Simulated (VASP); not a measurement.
A run of VASP 6.6.1:

Contents of INCAR:

```
ALGO = Normal
EDIFF = 1E-7
ENCUT = 520
GGA = PE
ISIF = 2
ISMEAR = 0
ISYM = 0
LASPH = True
LCHARG = False
LREAL = Auto
LWAVE = False
NBANDS = 87
NELM = 80
PREC = Accurate
SIGMA = 0.1
```

File KPOINTS:

```
Automatic mesh
0
Gamma
  2 2 2
  0.5 0.5 0.5
```

POSCAR

```
Y4S3N2
1.0
    6.2653080698     -1.8850073708      0.2989727873
   -0.0336705577     -7.6536349589      0.0263253239
   -0.6952557992     -1.8883651288     -8.1130884793
Y S N
8 6 4
Direct
    0.8802084489      0.9359662050      0.3086748711
    0.9237237023      0.4432778712      0.2864043906
    0.1492437790      0.0533713747      0.6309608448
    0.1419619755      0.5509444901      0.6411229694
    0.7211387084      0.8138025033      0.9344897851
    0.7351413807      0.3625584179      0.9084262389
    0.3134370628      0.1155427814      0.1446600794
    0.3294367315      0.6618142510      0.1659076757
    0.0115753702      0.9954085813      0.9967255608
    0.5789657417      0.3043524245      0.2162154360
    0.4014528247      0.6913455938      0.8180417204
    0.4132094387      0.1972661486      0.8085227170
    0.8411591990      0.8813878187      0.6238973821
    0.8415044215      0.3829263861      0.6061573519
    0.9315159514      0.5101449665      0.0119788950
    0.5655327364      0.8307501847      0.1756533858
    0.1097398610      0.1219064108      0.3579974218
    0.1129631979      0.6377373214      0.3658922709
```

Potentials or basis: VASP PAW PBE potentials, release 64 (Y_sv, S, N).

Run with:

```console
$ cat potpaw_PBE.64/Y_sv/POTCAR potpaw_PBE.64/S/POTCAR potpaw_PBE.64/N/POTCAR > POTCAR
$ mpirun -np 1 vasp_std > vasp.out
```

Hardware: 1 thread of Intel(R) Xeon(R) Platinum 8375C CPU @ 2.90GHz (Ice Lake), on a shared host.

Task: How long does it take, and how much memory?

Result: It took 7.7 min on 1 thread of Intel(R) Xeon(R) Platinum 8375C CPU @ 2.90GHz (Ice Lake), with other jobs on the host, peak memory 0.49 GiB. Counts: scf iterations 20, k points 4.
